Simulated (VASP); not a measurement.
Wanted: the native input for a VASP 6.6.1 run.

| Item | Value |
| --- | --- |
| Task | single point |
| Functional | PBEsol |
| Potentials or basis | VASP PAW PBE potentials, release 64 (Al, Ga_d, N) |
| Cutoff | 520 eV |
| k mesh | 6 × 8 × 4 |
| Occupations | gaussian, width 0.05 eV |
| Spin | no spin polarisation |
| Dipole correction | no |
| Further INCAR settings | ALGO = Normal; EDIFF = 1e-06; NBANDS = 31 |

The structure of Al3GaN4 lies in POSCAR:

```
Al3GaN4
1.0
    5.0434079713      0.0000000000      0.0001149907
    0.0000000000      3.1300738974      0.0000000000
   -0.0032362569      0.0000000000      5.4179919474
Al Ga N
3 1 4
Direct
    0.5008786784      0.5000000000      0.1839302537
    0.0098988366      0.5000000000      0.8343853326
   -0.0047009868      0.0000000000      0.3286916914
    0.4969919231      0.0000000000      0.6577405803
    0.1124201930      0.0000000000      0.6601735640
    0.1234277511      0.5000000000      0.1719029393
    0.6255477063      0.5000000000      0.8508426769
    0.6252451009      0.0000000000      0.3337787779
```

This cell differs from its parent crystal: mode 10 (414.8 1/cm) frozen in, largest displacement +0.090 Å.

One way to write it, as run:

INCAR

```
SYSTEM = Al3GaN4
PREC     = Accurate       ! precision mode
ENCUT    = 520            ! plane-wave cutoff, eV
EDIFF    = 1E-6           ! SCF threshold, eV
ISMEAR   = 0              ! smearing method
SIGMA    = 0.05           ! smearing width, eV
LREAL    = .FALSE.        ! projectors in reciprocal space
LASPH    = .TRUE.         ! aspherical terms in the spheres
NELM     = 100            ! most SCF steps
ALGO     = Normal         ! electronic algorithm
ISIF     = 2              ! what is computed and relaxed
LWAVE    = .FALSE.        ! write WAVECAR
LCHARG   = .TRUE.         ! write CHGCAR
GGA      = PS             ! functional
LELF     = .TRUE.         ! ELF
LVHAR    = .TRUE.       
NBANDS   = 31             ! bands
```

KPOINTS

```
Automatic mesh
0
G
  6 8 4
  0 0 0
```

Potentials or basis: VASP PAW PBE potentials, release 64 (Al, Ga_d, N).

The run is started by

```console
$ cat potpaw_PBE.64/Al/POTCAR potpaw_PBE.64/Ga_d/POTCAR potpaw_PBE.64/N/POTCAR > POTCAR
$ mpirun -np 1 vasp_std > vasp.out
```

Results of the run:

```yaml
Pressure: 0.3 GPa
Largest_force: 2.167 eV/Å
Band_gap_on_the_k_mesh: 3.16 eV, direct
```

Caveat: the cell differs from its parent crystal (mode 10 (414.8 1/cm) frozen in, largest displacement +0.090 Å); the PAW data sets were made with another functional, which shifts forces and pressure a little.

Run time: 120 s on 1 thread of Intel Xeon 6975P-C (shared host), peak memory 0.29 GiB.
